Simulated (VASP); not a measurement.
Input of a VASP 6.6.1 run:

Contents of INCAR:

```
SYSTEM = AlC
PREC = Accurate
ENCUT = 600
EDIFF = 1E-6
ISMEAR = 0
SIGMA = 0.1
LREAL = .FALSE.
LASPH = .TRUE.
NELM = 200
ALGO = Normal
ISIF = 2
LWAVE = .FALSE.
LCHARG = .FALSE.
ISPIN = 2
MAGMOM = 0 0 1 1
LORBIT = 11
GGA = PE
NBANDS = 19
GGA_COMPAT = .FALSE.
```

The input KPOINTS:

```
Automatic mesh
0
G
  6 6 2
  0 0 0
```

The input POSCAR:

```
AlC
1.0
    2.5587953308      0.0000000000      0.0000000000
   -1.2793976654      2.2159817595      0.0000000000
    0.0000000000      0.0000000000     10.0005336353
Al C
2 2
Direct
    0.3333333333      0.6666666667      0.3723544365
    0.6666666667      0.3333333333      0.6276455635
    0.3333333333      0.6666666667      0.0000035885
    0.6666666667      0.3333333333      0.9999964115
```

Potentials or basis: VASP PAW PBE potentials, release 64 (Al, C).

Launch:

```bash
$ cat potpaw_PBE.64/Al/POTCAR potpaw_PBE.64/C/POTCAR > POTCAR
$ mpirun -np 1 vasp_std > vasp.out
```

Task: Predict the net moment.

Result: -0.21 μB per cell.

Task: Predict the pressure.

Result: 0.5 GPa.

Task: What does it give for the site moments?

Result: Al -0.03; C -0.00 μB.

Task: Predict the largest force.

Result: 0.290 eV/Å.

Stress tensor (GPa, compression positive):
```
 1.54  0.00  0.00
 0.00  1.54  0.00
 0.00  0.00 -1.55
```

Caveat: the k points lie up to 0.47 Å⁻¹ apart.
